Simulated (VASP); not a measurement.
Wanted: the native input for a VASP 6.6.1 run.

```
Task                               : single point
Functional                         : PBE0
Potentials or basis                : VASP PAW PBE potentials, release 64 (Nb_sv)
Cutoff                             : 400 eV
k mesh                             : 7 × 7 × 7
Occupations                        : fermi-dirac, width 0.1 eV
Spin                               : no spin polarisation
Dipole correction                  : no
Grid for exact exchange (PRECFOCK) : Normal
Further INCAR settings             : ALGO = Normal; EDIFF = 1e-06; NBANDS = 12
Share of exact exchange            : 0.25
```

The system is Nb.

```
Nb
1.0
     0.00000    2.11500    2.11500
     2.11500    0.00000    2.11500
     2.11500    2.11500    0.00000
Nb
1
Cartesian
  0.0000 0.0000 0.0000
```

This isn't the form of Nb at room conditions, which is bcc.

These files were run (other wordings do the same):

POSCAR

```
Nb
1.0
    0.0000000000      2.1150000000      2.1150000000
    2.1150000000      0.0000000000      2.1150000000
    2.1150000000      2.1150000000      0.0000000000
Nb
1
Direct
    0.0000000000      0.0000000000      0.0000000000
```

INCAR.step1

```
SYSTEM = Nb
PREC = Accurate
ENCUT = 400
EDIFF = 1E-5
ISMEAR = -1
SIGMA = 0.1
LREAL = .False.
LASPH = .True.
NELM = 120
ALGO = Normal
ISIF = 2
LWAVE = .True.
LCHARG = .False.
NBANDS = 12
GGA = PE
GGA_COMPAT = .False.
```

INCAR.step2

```
SYSTEM = Nb
PREC = Accurate
ENCUT = 400
EDIFF = 1E-6
ISMEAR = -1
SIGMA = 0.1
LREAL = .False.
LASPH = .True.
NELM = 120
ALGO = Normal
ISIF = 2
LWAVE = .False.
LCHARG = .False.
GGA = PE
LHFCALC = .True.
AEXX = 0.25
PRECFOCK = Normal
NBANDS = 12
ISTART = 1
GGA_COMPAT = .False.
```

KPOINTS

```
regular mesh
0
Gamma
  7 7 7
  0 0 0
```

Potentials or basis: VASP PAW PBE potentials, release 64 (Nb_sv).

The run is started by

```sh
$ cat potpaw_PBE.64/Nb_sv/POTCAR > POTCAR
$ cp INCAR.step1 INCAR
$ mpirun -np 1 vasp_std > vasp.out
$ cp INCAR.step2 INCAR
$ mpirun -np 1 vasp_std > vasp.out
```

Results of the run:

```json
{"Pressure": "-6.1 GPa", "Band gap on the k mesh": "zero (an odd number of electrons rules out a gap without spin polarisation)"}
```

Caveat: the k points lie up to 0.37 Å⁻¹ apart, too coarse for converged energies and pressures of a metal; the PAW data sets were made with another functional, which shifts forces and pressure a little.

Run time: 8 min on 1 thread of AMD EPYC 9R45 (Zen 5), with other jobs on the host, peak memory 0.1 GiB.
